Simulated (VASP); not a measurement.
# SiNi (NiAs type) (P6_3/mmc) in VASP: a series of runs

SiNi (NiAs type) is run at these levels: PBE; tasks: single point, relaxation of shape and atoms at fixed volume.

All numbers are computed with VASP 6.6.1; they aren't measurements. Logs are shortened: lines on timing, memory, paths and dates and some standing lists are left out, and cuts for length are marked.

## (1) The cell of the first run

Symmetry: P6_3/mmc, No. 194, hexagonal system. Conventional cell: a = 3.511 Å, b = 3.511 Å, c = 4.823 Å, α = 90.00°, β = 90.00°, γ = 120.00°. Within 3.1 Å of Ni (site symmetry -3m) lie 6 Si at 2.36 Å and 2 Ni at 2.41 Å. Within 3.2 Å of Si (site symmetry -6m2) lie 6 Ni at 2.36 Å and 6 Si at 3.15 Å.

## (2) Single point, PBE (12.87 Å³/atom)

Contents of INCAR:

```
PREC = Accurate ; ENCUT = 600
EDIFF = 1E-6 ; ISMEAR = -1
SIGMA = 0.1 ; LREAL = F
LASPH = T ; NELM = 120
ALGO = Normal ; ISIF = 2
LWAVE = F ; LCHARG = F
GGA = PE ; NBANDS = 22
GGA_COMPAT = F
```

Contents of KPOINTS:

```
Automatic mesh
0
Gamma
  11 11 6
```

Contents of POSCAR:

```
SiNi
1.0
    3.5105800464      0.0000000000      0.0000000000
   -1.7552900232      3.0402515022      0.0000000000
    0.0000000000      0.0000000000      4.8231365934
Ni Si
2 2
Direct
    0.0000000000      0.0000000000      0.0000000000
    0.0000000000      0.0000000000      0.5000000000
    0.3333333333      0.6666666667      0.2500000000
    0.6666666667      0.3333333333      0.7500000000
```

Potentials or basis: VASP PAW PBE potentials, release 64 (Ni, Si).

The run is started by

```bash
$ cat potpaw_PBE.64/Ni/POTCAR potpaw_PBE.64/Si/POTCAR > POTCAR
$ mpirun -np 1 vasp_std > vasp.out
```

OUTCAR:

```text
PREC = Accurate
   ENCUT = 600
   EDIFF = 1E-6
   ISMEAR = -1
   LREAL = F
   LASPH = T
   NELM = 120
   ISIF = 2
   GGA = PE

 ion  position               nearest neighbor table
   1  0.000  0.000  0.000-   3 2.36   4 2.36   3 2.36   4 2.36   4 2.36   3 2.36   2 2.41   2 2.41

   2  0.000  0.000  0.500-   3 2.36   4 2.36   3 2.36   4 2.36   4 2.36   3 2.36   1 2.41   1 2.41

   3  0.333  0.667  0.250-   1 2.36   2 2.36   1 2.36   2 2.36   1 2.36   2 2.36
   4  0.667  0.333  0.750-   1 2.36   2 2.36   1 2.36   2 2.36   1 2.36   2 2.36

  LATTYP: Found a hexagonal cell.
 ALAT       =     3.5105800464
 C/A-ratio  =     1.3738859475

  Lattice vectors:

 A1 = (   3.5105800464,   0.0000000000,   0.0000000000)
 A2 = (  -1.7552900232,   3.0402515022,   0.0000000000)
 A3 = (   0.0000000000,   0.0000000000,   4.8231365934)

Analysis of symmetry for initial positions (statically):
=====================================================================
 Subroutine PRICEL returns:
 Original cell was already a primitive cell.

 Routine SETGRP: Setting up the symmetry group for a
 hexagonal supercell.

 Subroutine GETGRP returns: Found 24 space group operations
 (whereof 12 operations were pure point group operations)
 out of a pool of 24 trial point group operations.

The static configuration has the point symmetry D_3d.
 The point group associated with its full space group is D_6h.

Analysis of symmetry for dynamics (positions and initial velocities):
=====================================================================
 Subroutine PRICEL returns:
 Original cell was already a primitive cell.

 Routine SETGRP: Setting up the symmetry group for a
 hexagonal supercell.

 Subroutine GETGRP returns: Found 24 space group operations
 (whereof 12 operations were pure point group operations)
 out of a pool of 24 trial point group operations.

The dynamic configuration has the point symmetry D_3d.
 The point group associated with its full space group is D_6h.

 Subroutine INISYM returns: Found 24 space group operations
 (whereof 12 operations are pure point group operations),
 and found     1 'primitive' translations

----------------------------------------------------------------------------------------

                                     Primitive cell

  volume of cell :      51.4776

  direct lattice vectors                    reciprocal lattice vectors
     3.510580046  0.000000000  0.000000000     0.284853211  0.164460078  0.000000000
    -1.755290023  3.040251502  0.000000000     0.000000000  0.328920157  0.000000000
     0.000000000  0.000000000  4.823136593     0.000000000  0.000000000  0.207333958

  length of vectors
     3.510580046  3.510580046  4.823136593     0.328920157  0.328920157  0.207333958

  position of ions in fractional coordinates (direct lattice)
     0.000000000  0.000000000  0.000000000
     0.000000000  0.000000000  0.500000000
     0.333333333  0.666666667  0.250000000
     0.666666667  0.333333333  0.750000000

  ion indices of the primitive-cell ions
   primitive index   ion index
                 1           1
                 2           2
                 3           3
                 4           4

----------------------------------------------------------------------------------------

 KPOINTS: Automatic mesh

Automatic generation of k-mesh.
 Grid dimensions read from file:
 generate k-points for:   11   11    6

 Generating k-lattice:

  Cartesian coordinates                     Fractional coordinates (reciprocal lattice)
     0.025895746  0.014950916  0.000000000     0.090909091 -0.000000000  0.000000000
     0.000000000  0.029901832  0.000000000     0.000000000  0.090909091  0.000000000
     0.000000000  0.000000000  0.034555660     0.000000000  0.000000000  0.166666667

  Length of vectors
     0.029901832  0.029901832  0.034555660

  Shift w.r.t. Gamma in fractional coordinates (k-lattice)
     0.000000000  0.000000000  0.000000000

 Subroutine IBZKPT returns following result:
 ===========================================

 Found     64 irreducible k-points:

 Following reciprocal coordinates:
            Coordinates               Weight
  0.000000  0.000000  0.000000      1.000000
  0.090909  0.000000  0.000000      6.000000
  0.181818 -0.000000  0.000000      6.000000
  0.272727 -0.000000  0.000000      6.000000
  0.363636 -0.000000  0.000000      6.000000
  0.454545  0.000000  0.000000      6.000000
[... 16 lines left out ...]
  0.090909  0.090909  0.166667     12.000000
  0.181818  0.090909  0.166667     24.000000
 [... further k-points ...]
   k-points           NKPTS =     64   k-points in BZ     NKDIM =     64   number of bands    NBANDS=     22
   number of dos      NEDOS =    301   number of ions     NIONS =      4
   total plane-waves  NPLWV =  31360
   dimension x,y,z NGX =    28 NGY =   28 NGZ =   40
   dimension x,y,z NGXF=    56 NGYF=   56 NGZF=   80
   ions per type =               2   2
   NGX,Y,Z   is equivalent  to a cutoff of  13.26, 13.26, 13.79 a.u.
   NGXF,Y,Z  is equivalent  to a cutoff of  26.52, 26.52, 27.57 a.u.
 SYSTEM =  unknown system
   PREC   = accura    normal or accurate (medium, high low for compatibility)
   ISTART =      0    job   : 0-new  1-cont  2-samecut
   ICHARG =      2    charge: 1-file 2-atom 10-const
   ISPIN  =      1    spin polarized calculation?
   LNONCOLLINEAR =      F non collinear calculations
   LSORBIT =      F    spin-orbit coupling
   LASPH  =      T    aspherical Exc in radial PAW
   ENCUT  =  600.0 eV  44.10 Ry    6.64 a.u.   7.01  7.01  9.63*2*pi/ulx,y,z
   NELM   =    120;   NELMIN=  2; NELMDL= -5     # of ELM steps
   EDIFF  = 0.1E-05   stopping-criterion for ELM
   LREAL  =      F    real-space projection
   EDIFFG = 0.1E-04   stopping-criterion for IOM
   NSW    =      0    number of steps for IOM
   IBRION =     -1    ionic relax: 0-MD 1-quasi-New 2-CG
   NFREE  =      0    steps in history (QN), initial steepest desc. (CG)
   ISIF   =      2    stress and relaxation
   ISYM   =      2    0-nonsym 1-usesym 2-fastsym
   POTIM  = 0.5000    time-step for ionic-motion
   TEBEG  =    0.0;   TEEND  =   0.0 temperature during run
   PSTRESS=    0.0 pullay stress
   NELECT =      28.0000    total number of electrons
   NUPDOWN=      -1.0000    fix difference up-down
   EMIN   =  10.00;   EMAX   =-10.00  energy-range for DOS
   EFERMI =   0.00;   METHOD = LEGACY
   ISMEAR =    -1;   SIGMA  =   0.10  broadening in eV -4-tet -1-fermi 0-gaus
   EFERMI_NEDOS =   21; number of points for ismear=-14 and -15
   IALGO  =     38    algorithm
   IMIX   =      4    mixing-type and parameters
     AMIX     =   0.40;   BMIX     =  1.00
     AMIX_MAG =   1.60;   BMIX_MAG =  1.00
  volume/ion in A,a.u.               =      12.87        86.85
  Fermi-wavevector in a.u.,A,eV,Ry     =   1.336354  2.525343 24.297856  1.785842
  Thomas-Fermi vector in A             =   2.464987
   LORBIT       =      0    0 simple, 1 ext, 2 COOP (PROOUT), +10 PAW based schemes
   GGA     = PE    functional components
   LHFCALC =     F    Hartree Fock is set to
   AEXX    =    0.0000 exact exchange contribution
   IVDW    =     0    specifies the selected vdW correction
   LEPSILON=     F    determine dielectric tensor
   LRPA    =     F    only Hartree local field effects (RPA)
 non-spin polarized calculation
  energy-cutoff  :      600.00
  volume of cell :       51.48
 maximum number of plane-waves:      1743
 NGX is ok and might be reduce to    28
   NGX = 13   NGY = 13   NGZ = 19

 number of electron      28.0000022 magnetization

 Free energy of the ion-electron system (eV)
  ---------------------------------------------------
  ext. energy  EPLUGINS =         0.00000000
  ---------------------------------------------------
  free energy    TOTEN  =       -23.43616137 eV

  energy without entropy =      -23.37412458  energy(sigma->0) =      -23.40514298

 E-fermi :   9.3106     XC(G=0): -11.8711

 val. band max:        9.2696715885   @ k =   0.2727  -0.0000   0.0000
 cond. band min:       9.3144061255   @ k =   0.1818  -0.0000   0.0000
 fundamental gap:      0.0447345371
 Fermi energy:         9.3106198479

 k-point     1 :       0.0000    0.0000    0.0000
  band No.  band energies     occupation
      1      -2.8020      2.00000
      2       2.7232      2.00000
      3       3.2911      2.00000
      4       5.2833      2.00000
      5       5.2833      2.00000
      6       5.5510      2.00000
[... 14 lines left out ...]
     21      17.1839      0.00000
     22      18.9209      0.00000

 k-point     2 :       0.0909    0.0000    0.0000
  band No.  band energies     occupation
      1      -2.6712      2.00000
      2       2.7165      2.00000
      3       3.4204      2.00000
      4       5.3040      2.00000
      5       5.3239      2.00000
      6       5.5362      2.00000
[... 14 lines left out ...]
     21      17.4211      0.00000
     22      18.7923      0.00000

 k-point     3 :       0.1818   -0.0000    0.0000
  band No.  band energies     occupation
      1      -2.2823      2.00000
      2       2.6816      2.00000
      3       3.8006      2.00000
      4       5.3149      2.00000
      5       5.3488      2.00000
      6       5.5039      2.00000
[... 14 lines left out ...]
     21      17.8047      0.00000
     22      17.8926      0.00000

 k-point     4 :       0.2727   -0.0000    0.0000
  band No.  band energies     occupation
      1      -1.6463      2.00000
      2       2.5599      2.00000
      3       4.4007      2.00000
      4       4.8371      2.00000
      5       5.3779      2.00000
      6       5.5152      2.00000
[... 14 lines left out ...]
     21      17.4684      0.00000
     22      17.6668      0.00000

 k-point     5 :       0.3636   -0.0000    0.0000
  band No.  band energies     occupation
      1      -0.7872      2.00000
      2       2.1836      2.00000
      3       4.0965      2.00000
      4       5.1125      2.00000
      5       5.3737      2.00000
      6       5.5030      2.00000
[... 417 lines left out ...]
 k-point    22 :       0.4545    0.0000    0.1667
  band No.  band energies     occupation
      1       0.3733      2.00000
      2       1.4191      2.00000
      3       3.5154      2.00000
      4       5.0576      2.00000
      5       5.4383      2.00000
      6       5.5683      2.00000
[... 14 lines left out ...]
     21      17.3881      0.00000
     22      18.7627      0.00000

 k-point    23 :       0.0909    0.0909    0.1667
  band No.  band energies     occupation
      1      -2.2386      2.00000
      2       1.5925      2.00000
      3       4.5517      2.00000
      4       5.4116      2.00000
      5       5.6050      2.00000
      6       5.6256      2.00000
[... 14 lines left out ...]
     21      17.4658      0.00000
     22      18.3083      0.00000

 k-point    24 :       0.1818    0.0909    0.1667
  band No.  band energies     occupation
      1      -1.7302      2.00000
      2       1.8560      2.00000
      3       4.4632      2.00000
      4       5.3910      2.00000
      5       5.4223      2.00000
      6       5.6640      2.00000
[... 14 lines left out ...]
     21      17.6060      0.00000
     22      18.0968      0.00000

 [... further k-points ...]
[... 5 lines left out ...]
  --------------------------------------------------------------------------------------
  -------------------------------------------------------------------------------------
  Total       -0.0757844     -0.0757844      0.0082719      0.0000000     -0.0000000     -0.0000000
  in kB       -2.3586987     -2.3586987      0.2574535      0.0000000     -0.0000000     -0.0000000
  external PRESSURE =      -1.4866480 kB  Pullay stress =       0.0000000 kB

 VOLUME and BASIS-vectors are now :
 -----------------------------------------------------------------------------
  energy-cutoff  :      600.00
  volume of cell :       51.48
      direct lattice vectors                 reciprocal lattice vectors
     3.510580046  0.000000000  0.000000000     0.284853211  0.164460078  0.000000000
    -1.755290023  3.040251502  0.000000000     0.000000000  0.328920157  0.000000000
     0.000000000  0.000000000  4.823136593     0.000000000  0.000000000  0.207333958

 POSITION                                       TOTAL-FORCE (eV/Angst)
 -----------------------------------------------------------------------------------
      0.00000      0.00000      0.00000        -0.000000     -0.000000      0.000000
      0.00000      0.00000      2.41157        -0.000000     -0.000000      0.000000
     -0.00000      2.02683      1.20578        -0.000000     -0.000000      0.000000
      1.75529      1.01342      3.61735         0.000000      0.000000     -0.000000
 -----------------------------------------------------------------------------------
    total drift:                               -0.000000      0.000000     -0.000000

  FREE ENERGIE OF THE ION-ELECTRON SYSTEM (eV)
  ---------------------------------------------------
  free  energy   TOTEN  =       -23.4361613719 eV

  energy  without entropy=      -23.3741245790  energy(sigma->0) =      -23.40514298
```

Run time: 2.2 min. Hardware: 1 thread of Intel Xeon 8259CL, shared host; peak memory 0.23 GiB.

Results:

* Free energy: -23.4362 eV
* Pressure: -0.1 GPa
* Band gap on the k mesh: zero (bands 14 and 15 overlap by 4.91 eV)

## (3) Relaxation of shape and atoms at fixed volume, PBE

This run uses another cell than the first one, of 7.08 Å³/atom.

Contents of INCAR:

```
SYSTEM = SiNi
PREC = Accurate ; ENCUT = 600
EDIFF = 1E-7 ; ISMEAR = -1
SIGMA = 0.1 ; LREAL = .False.
LASPH = .True. ; NELM = 120
ALGO = Normal ; ISIF = 4
LWAVE = .False. ; LCHARG = .False.
GGA = PE ; IBRION = 2
NSW = 50 ; EDIFFG = -0.005
GGA_COMPAT = .False. ; NELMIN = 4
```

Contents of KPOINTS:

```
Automatic mesh
0
Gamma
  11 11 6
  0 0 0
```

Contents of POSCAR:

```
SiNi
1.0
    2.8762929041      0.0000000000      0.0000000000
   -1.4381464521      2.4909427237      0.0000000000
    0.0000000000      0.0000000000      3.9516984020
Ni Si
2 2
Direct
    0.0000000000      0.0000000000      0.0000000000
    0.0000000000      0.0000000000      0.5000000000
    0.3333333333      0.6666666667      0.2500000000
    0.6666666667      0.3333333333      0.7500000000
```

Potentials or basis: VASP PAW PBE potentials, release 64 (Ni, Si).

The run is started by

```bash
$ cat potpaw_PBE.64/Ni/POTCAR potpaw_PBE.64/Si/POTCAR > POTCAR
$ mpirun -np 1 vasp_std > vasp.out
```

Run time: 2.2 min. Hardware: 1 thread of Intel Xeon 8259CL, shared host; peak memory 0.18 GiB.

It converged, with:

| Item | Value |
| --- | --- |
| Free energy | -8.1514 eV |
| Energy gained by relaxing | 58.4 meV/atom |
| Ionic steps | 5 |
| Pressure after relaxing | 355.6 GPa |
| Band gap on the k mesh | zero (bands 14 and 15 overlap by 7.98 eV) |

Stress tensor (GPa, compression positive):
```
355.55   0.00   0.00
  0.00 355.55   0.00
  0.00   0.00 355.65
```

Step by step:
| step | energy change (eV) | largest force (eV/Å) | pressure (GPa) | volume (Å³) |
| --- | --- | --- | --- | --- |
| 1 | 0.0000 | 0.0000 | 365.94 | 28.31 |
| 2 | -0.2087 | 0.0000 | 358.79 | 28.31 |
| 3 | -0.2195 | 0.0000 | 357.85 | 28.31 |
| 4 | -0.2332 | 0.0000 | 355.88 | 28.31 |
| 5 | -0.2335 | 0.0000 | 355.59 | 28.31 |

Final structure:
```
Ni Si
1.0
     2.74184    0.00000    0.00000
    -1.37092    2.37450    0.00000
     0.00000    0.00000    4.34878
Ni Si
2 2
Direct
  0.00000 0.00000 0.00000
  0.00000 0.00000 0.50000
  0.33333 0.66667 0.25000
  0.66667 0.33333 0.75000
```

Levels at points of the mesh, in eV from the Fermi level:
| k point | band 12 | band 13 | band 14 | band 15 | band 16 | band 17 |
| --- | --- | --- | --- | --- | --- | --- |
| (0.00, 0.00, 0.00) | -4.12 | -0.72 | 5.21 | 5.21 | 7.90 | 9.09 |
| (0.00, 0.00, 0.50) | -5.83 | 2.04 | 2.04 | 8.69 | 8.69 | 8.69 |
